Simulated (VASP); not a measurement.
# PbSe (Fm-3m) in VASP: single point with HSE06

Aim: the single point of PbSe with HSE06.

All numbers are computed with VASP 6.6.1; they aren't measurements. Logs are shortened: lines on timing, memory, paths and dates and some standing lists are left out, and cuts for length are marked.

### Step 1. The cell of the first run

Symmetry: Fm-3m, No. 225, cubic system. The conventional cell has a = 6.177 Å, b = 6.177 Å, c = 6.177 Å, α = 90.00°, β = 90.00°, γ = 90.00°. Within 4.1 Å of Pb (site symmetry m-3m) lie 6 Se at 3.09 Å. Within 4.1 Å of Se (site symmetry m-3m) lie 6 Pb at 3.09 Å.

### Step 2. Single point, HSE06

POSCAR

```
PbSe
1.0
    0.0000000000      3.0887022205      3.0887022205
    3.0887022205      0.0000000000      3.0887022205
    3.0887022205      3.0887022205      0.0000000000
Pb Se
1 1
Direct
    0.0000000000      0.0000000000      0.0000000000
    0.5000000000      0.5000000000      0.5000000000
```

INCAR.step1

```
  PREC = Accurate
  ENCUT = 520
  EDIFF = 1E-5
  ISMEAR = 0
  SIGMA = 0.01
  LREAL = False
  LASPH = True
  NELM = 60
  ALGO = Normal
  ISIF = 2
  LWAVE = True
  LCHARG = False
  GGA = PE
  NBANDS = 17
```

INCAR.step2

```
  PREC = Accurate
  ENCUT = 520
  EDIFF = 1E-6
  ISMEAR = 0
  SIGMA = 0.01
  LREAL = False
  LASPH = True
  NELM = 60
  ALGO = Normal
  ISIF = 2
  LWAVE = False
  LCHARG = False
  GGA = PE
  LHFCALC = True
  HFSCREEN = 0.2079
  PRECFOCK = Normal
  ISTART = 1
  NBANDS = 17
```

KPOINTS

```
regular mesh
0
Gamma
  6 6 6
```

Potentials or basis: VASP PAW PBE potentials, release 64 (Pb_d, Se).

The run is started by

```sh
$ cat potpaw_PBE.64/Pb_d/POTCAR potpaw_PBE.64/Se/POTCAR > POTCAR
$ cp INCAR.step1 INCAR
$ mpirun -np 1 vasp_std > vasp.out
$ cp INCAR.step2 INCAR
$ mpirun -np 1 vasp_std > vasp.out
```

OUTCAR:

```text
PREC = Accurate
   ENCUT = 520
   EDIFF = 1E-6
   ISMEAR = 0
   LREAL = False
   LASPH = True
   NELM = 60
   ISIF = 2
   GGA = PE
   LHFCALC = True
   HFSCREEN = 0.2079
   PRECFOCK = Normal
   ISTART = 1

 ion  position               nearest neighbor table
   1  0.000  0.000  0.000-   2 3.09   2 3.09   2 3.09   2 3.09   2 3.09   2 3.09
   2  0.500  0.500  0.500-   1 3.09   1 3.09   1 3.09   1 3.09   1 3.09   1 3.09

  LATTYP: Found a face centered cubic cell.
 ALAT       =     6.1774044410

  Lattice vectors:

 A1 = (   0.0000000000,   3.0887022205,   3.0887022205)
 A2 = (   3.0887022205,   0.0000000000,   3.0887022205)
 A3 = (   3.0887022205,   3.0887022205,   0.0000000000)

Analysis of symmetry for initial positions (statically):
=====================================================================
 Subroutine PRICEL returns:
 Original cell was already a primitive cell.

 Routine SETGRP: Setting up the symmetry group for a
 face centered cubic supercell.

 Subroutine GETGRP returns: Found 48 space group operations
 (whereof 48 operations were pure point group operations)
 out of a pool of 48 trial point group operations.

The static configuration has the point symmetry O_h .

Analysis of symmetry for dynamics (positions and initial velocities):
=====================================================================
 Subroutine PRICEL returns:
 Original cell was already a primitive cell.

 Routine SETGRP: Setting up the symmetry group for a
 face centered cubic supercell.

 Subroutine GETGRP returns: Found 48 space group operations
 (whereof 48 operations were pure point group operations)
 out of a pool of 48 trial point group operations.

The dynamic configuration has the point symmetry O_h .

 Subroutine INISYM returns: Found 48 space group operations
 (whereof 48 operations are pure point group operations),
 and found     1 'primitive' translations

----------------------------------------------------------------------------------------

                                     Primitive cell

  volume of cell :      58.9329

  direct lattice vectors                    reciprocal lattice vectors
     0.000000000  3.088702221  3.088702221    -0.161880286  0.161880286  0.161880286
     3.088702221  0.000000000  3.088702221     0.161880286 -0.161880286  0.161880286
     3.088702221  3.088702221  0.000000000     0.161880286  0.161880286 -0.161880286

  length of vectors
     4.368084570  4.368084570  4.368084570     0.280384881  0.280384881  0.280384881

  position of ions in fractional coordinates (direct lattice)
     0.000000000  0.000000000  0.000000000
     0.500000000  0.500000000  0.500000000

  ion indices of the primitive-cell ions
   primitive index   ion index
                 1           1
                 2           2

----------------------------------------------------------------------------------------

 KPOINTS: regular mesh

Automatic generation of k-mesh.
 Grid dimensions read from file:
 generate k-points for:    6    6    6

 Generating k-lattice:

  Cartesian coordinates                     Fractional coordinates (reciprocal lattice)
    -0.026980048  0.026980048  0.026980048     0.166666667  0.000000000  0.000000000
     0.026980048 -0.026980048  0.026980048     0.000000000  0.166666667  0.000000000
     0.026980048  0.026980048 -0.026980048     0.000000000  0.000000000  0.166666667

  Length of vectors
     0.046730813  0.046730813  0.046730813

  Shift w.r.t. Gamma in fractional coordinates (k-lattice)
     0.000000000  0.000000000  0.000000000

 Subroutine IBZKPT returns following result:
 ===========================================

 Found     16 irreducible k-points:

 Following reciprocal coordinates:
            Coordinates               Weight
  0.000000  0.000000  0.000000      1.000000
  0.166667  0.000000  0.000000      8.000000
  0.333333  0.000000  0.000000      8.000000
  0.500000  0.000000  0.000000      4.000000
  0.166667  0.166667  0.000000      6.000000
  0.333333  0.166667  0.000000     24.000000
[... 8 lines left out ...]
 -0.333333  0.333333  0.166667     24.000000
 -0.333333  0.500000  0.166667     12.000000
   k-points           NKPTS =     16   k-points in BZ     NKDIM =    216   number of bands    NBANDS=     17
   number of dos      NEDOS =    301   number of ions     NIONS =      2
   total plane-waves  NPLWV =  32768
   dimension x,y,z NGX =    32 NGY =   32 NGZ =   32
   dimension x,y,z NGXF=    64 NGYF=   64 NGZF=   64
   ions per type =               1   1
   NGX,Y,Z   is equivalent  to a cutoff of  12.18, 12.18, 12.18 a.u.
   NGXF,Y,Z  is equivalent  to a cutoff of  24.36, 24.36, 24.36 a.u.
 SYSTEM =  unknown system
   PREC   = accura    normal or accurate (medium, high low for compatibility)
   ISTART =      1    job   : 0-new  1-cont  2-samecut
   ICHARG =      0    charge: 1-file 2-atom 10-const
   ISPIN  =      1    spin polarized calculation?
   LNONCOLLINEAR =      F non collinear calculations
   LSORBIT =      F    spin-orbit coupling
   LASPH  =      T    aspherical Exc in radial PAW
   ENCUT  =  520.0 eV  38.22 Ry    6.18 a.u.   8.12  8.12  8.12*2*pi/ulx,y,z
   NELM   =     60;   NELMIN=  2; NELMDL=  0     # of ELM steps
   EDIFF  = 0.1E-05   stopping-criterion for ELM
   LREAL  =      F    real-space projection
   EDIFFG = 0.1E-04   stopping-criterion for IOM
   NSW    =      0    number of steps for IOM
   IBRION =     -1    ionic relax: 0-MD 1-quasi-New 2-CG
   NFREE  =      0    steps in history (QN), initial steepest desc. (CG)
   ISIF   =      2    stress and relaxation
   ISYM   =      3    0-nonsym 1-usesym 2-fastsym
   POTIM  = 0.5000    time-step for ionic-motion
   TEBEG  =    0.0;   TEEND  =   0.0 temperature during run
   PSTRESS=    0.0 pullay stress
   NELECT =      20.0000    total number of electrons
   NUPDOWN=      -1.0000    fix difference up-down
   EMIN   =  10.00;   EMAX   =-10.00  energy-range for DOS
   EFERMI =   0.00;   METHOD = LEGACY
   ISMEAR =     0;   SIGMA  =   0.01  broadening in eV -4-tet -1-fermi 0-gaus
   EFERMI_NEDOS =   21; number of points for ismear=-14 and -15
   IALGO  =     38    algorithm
   IMIX   =      1    mixing-type and parameters
     AMIX     =   0.40;   BMIX     =  1.00
     AMIX_MAG =   1.60;   BMIX_MAG =  1.00
  volume/ion in A,a.u.               =      29.47       198.85
  Fermi-wavevector in a.u.,A,eV,Ry     =   1.141911  2.157898 17.741452  1.303960
  Thomas-Fermi vector in A             =   2.278610
   LORBIT       =      0    0 simple, 1 ext, 2 COOP (PROOUT), +10 PAW based schemes
   GGA     = PE    functional components
   LHFCALC =     T    Hartree Fock is set to
   PRECFOCK=normal    Normal, Fast or Accurate (Low or Medium for compatibility)
   ENCUT4O =  -1.0   cutoff for four orbital integrals eV
   NKREDX  =     1    reduce k-point grid by
   NKREDY  =     1    reduce k-point grid by
   NKREDZ  =     1    reduce k-point grid by
   AEXX    =    0.2500 exact exchange contribution
   HFSCREEN=    0.2079 screening length (either q_TF or 0.3 A-1)
   HFSCREENC=   0.2079 screening length for correlation (either q_TF or 0.3 A-1)
   ENCUTFOCK=  -1.0 apply spherical cutoff to Coloumb kernel
   IVDW    =     0    specifies the selected vdW correction
   LEPSILON=     F    determine dielectric tensor
   LRPA    =     F    only Hartree local field effects (RPA)
 non-spin polarized calculation
 Gauss-broadening in eV      SIGMA  =   0.01
  energy-cutoff  :      520.00
  volume of cell :       58.93
 maximum number of plane-waves:      1600
  NGX = 28; NGY = 28; NGZ = 28

 number of electron      19.9999993 magnetization

 Free energy of the ion-electron system (eV)
  ---------------------------------------------------
  ext. energy  EPLUGINS =         0.00000000
  ---------------------------------------------------
  free energy    TOTEN  =        -9.73836017 eV

  energy without entropy =       -9.73836017  energy(sigma->0) =       -9.73836017

 E-fermi :   4.5310     XC(G=0):  -7.8304

 val. band max:        4.4227770116   @ k =   0.5000   0.0000   0.0000
 cond. band min:       5.2261761325   @ k =   0.5000   0.0000   0.0000
 fundamental gap:      0.8033991209
 Fermi energy:         4.5310283678

 k-point     1 :       0.0000    0.0000    0.0000
  band No.  band energies     occupation
      1     -14.1424      2.00000
      2     -14.1424      2.00000
      3     -14.1383      2.00000
      4     -14.1383      2.00000
      5     -14.1383      2.00000
      6     -10.3443      2.00000
[... 9 lines left out ...]
     16      11.6586      0.00000
     17      13.3982      0.00000

 k-point     2 :       0.1667    0.0000    0.0000
  band No.  band energies     occupation
      1     -14.1482      2.00000
      2     -14.1482      2.00000
      3     -14.1375      2.00000
      4     -14.1315      2.00000
      5     -14.1315      2.00000
      6     -10.1268      2.00000
[... 9 lines left out ...]
     16      12.2643      0.00000
     17      15.0727      0.00000

 k-point     3 :       0.3333    0.0000    0.0000
  band No.  band energies     occupation
      1     -14.1608      2.00000
      2     -14.1608      2.00000
      3     -14.1364      2.00000
      4     -14.1170      2.00000
      5     -14.1170      2.00000
      6      -9.5914      2.00000
[... 9 lines left out ...]
     16      13.7873      0.00000
     17      17.0645      0.00000

 k-point     4 :       0.5000    0.0000    0.0000
  band No.  band energies     occupation
      1     -14.1671      2.00000
      2     -14.1671      2.00000
      3     -14.1359      2.00000
      4     -14.1097      2.00000
      5     -14.1097      2.00000
      6      -9.2373      2.00000
[... 9 lines left out ...]
     16      15.5001      0.00000
     17      15.5001      0.00000
[... 183 lines left out ...]
      1     -14.2044      2.00000
      2     -14.1464      2.00000
      3     -14.1386      2.00000
      4     -14.1142      2.00000
      5     -14.1094      2.00000
      6      -9.1864      2.00000
[... 9 lines left out ...]
     16      15.5381      0.00000
     17      15.8504      0.00000

 k-point    15 :      -0.3333    0.3333    0.1667
  band No.  band energies     occupation
      1     -14.2123      2.00000
      2     -14.1504      2.00000
      3     -14.1275      2.00000
      4     -14.1239      2.00000
      5     -14.1037      2.00000
      6      -8.9387      2.00000
[... 9 lines left out ...]
     16      16.7318      0.00000
     17      16.7430      0.00000

 k-point    16 :      -0.3333    0.5000    0.1667
  band No.  band energies     occupation
      1     -14.2379      2.00000
      2     -14.1410      2.00000
      3     -14.1390      2.00000
      4     -14.1132      2.00000
      5     -14.0986      2.00000
      6      -8.8396      2.00000
[... 9 lines left out ...]
     16      16.9401      0.00000
     17      18.0514      0.00000

------------------------ aborting loop because EDIFF is reached ----------------------------------------

  FORCE on cell =-STRESS in cart. coord.  units (eV):
  Direction    XX          YY          ZZ          XY          YZ          ZX
  --------------------------------------------------------------------------------------
  -------------------------------------------------------------------------------------
  Total       -0.1019337     -0.1019337     -0.1019337      0.0000000      0.0000000     -0.0000000
  in kB       -2.7712146     -2.7712146     -2.7712146      0.0000000      0.0000000     -0.0000000
  external PRESSURE =      -2.7712146 kB  Pullay stress =       0.0000000 kB

 VOLUME and BASIS-vectors are now :
 -----------------------------------------------------------------------------
  energy-cutoff  :      520.00
  volume of cell :       58.93
      direct lattice vectors                 reciprocal lattice vectors
     0.000000000  3.088702221  3.088702221    -0.161880286  0.161880286  0.161880286
     3.088702221  0.000000000  3.088702221     0.161880286 -0.161880286  0.161880286
     3.088702221  3.088702221  0.000000000     0.161880286  0.161880286 -0.161880286

 POSITION                                       TOTAL-FORCE (eV/Angst)
 -----------------------------------------------------------------------------------
      0.00000      0.00000      0.00000        -0.000000      0.000000     -0.000000
      3.08870      3.08870      3.08870         0.000000     -0.000000      0.000000
 -----------------------------------------------------------------------------------
    total drift:                                0.000002      0.000006      0.000003

  FREE ENERGIE OF THE ION-ELECTRON SYSTEM (eV)
  ---------------------------------------------------
  free  energy   TOTEN  =        -9.7383601671 eV

  energy  without entropy=       -9.7383601671  energy(sigma->0) =       -9.73836017
```

It took 80 min on 1 thread of Intel Xeon Platinum 8488C (Sapphire Rapids), shared host; peak memory 0.32 GiB.

What came out:

| Property | Result |
| --- | --- |
| Free energy | -9.7384 eV |
| Pressure | -0.3 GPa |
| Band gap on the k mesh | 0.80 eV |

Caveat: the PAW data sets were made with another functional, which shifts forces and pressure a little; spin-orbit coupling is left out, which moves the levels of the heavy elements. A k mesh can miss the band edges.
